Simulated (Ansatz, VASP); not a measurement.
Two plane-wave programs on Ag2IBr

File INCAR:

```
PREC = Accurate ; ENCUT = 520
EDIFF = 1E-7 ; ISMEAR = 0
SIGMA = 0.01 ; LREAL = False
LASPH = True ; NELM = 80
ALGO = Normal ; ISIF = 2
LWAVE = False ; LCHARG = False
GGA = PE ; NBANDS = 26
```

KPOINTS

```
regular mesh
0
Gamma
  6 6 4
```

File POSCAR:

```
Ag2IBr
1.0
    4.3571194937      0.0000000000      0.0000000000
    0.0000000000      4.3571194937      0.0000000000
    0.0000000000      0.0000000000      6.0642561784
Br Ag I
1 2 1
Direct
    0.0000000000      0.0000000000      0.0000000000
    0.0000000000      0.0000000000      0.5000000000
    0.5000000000      0.5000000000      0.0000000000
    0.5000000000      0.5000000000      0.5000000000
```

Input for Ansatz:

```yaml
crystal:
  lattice:
    - [4.3571194937, 0.0, 0.0]
    - [0.0, 4.3571194937, 0.0]
    - [0.0, 0.0, 6.0642561784]
  atoms:
    - { symbol: Br, position: [0.0, 0.0, 0.0] }
    - { symbol: Ag, position: [0.0, 0.0, 0.5] }
    - { symbol: I, position: [0.5, 0.5, 0.5] }
    - { symbol: Ag, position: [0.5, 0.5, 0.0] }
kpoints:
  mp_grid: { grid: [6, 6, 4] }
hamiltonian:
  xc: pbe
scf:
  occupations: { method: fixed }
  n_extra_bands: 5
output:
  forces: true
  stress: true
  eigenvalues: true
```

Alike in both runs: task single point; functional PBE; k mesh 6 × 6 × 4; no spin polarisation.

```csv
,VASP,Ansatz
version,VASP 6.6.1,Ansatz 0.2.0
potentials or method,"VASP PAW PBE potentials, release 64 (Br, Ag, I)","plane waves, PAW"
plane-wave cutoff (eV),520,420
occupations,"gaussian, width 0.01 eV",fixed
valence electrons in the cell,36,62
```

```csv
,VASP,Ansatz,Ansatz less VASP
gap on the k mesh at the Fermi level (eV),0.61,0.61,-0.001
pressure (GPa),-1.9,-1.8,+0.05
```

VASP's potentials hold 36 valence electrons a cell and Ansatz's 62, so a difference there can come from the potentials and not from the codes.

Neither program's run includes spin-orbit coupling.
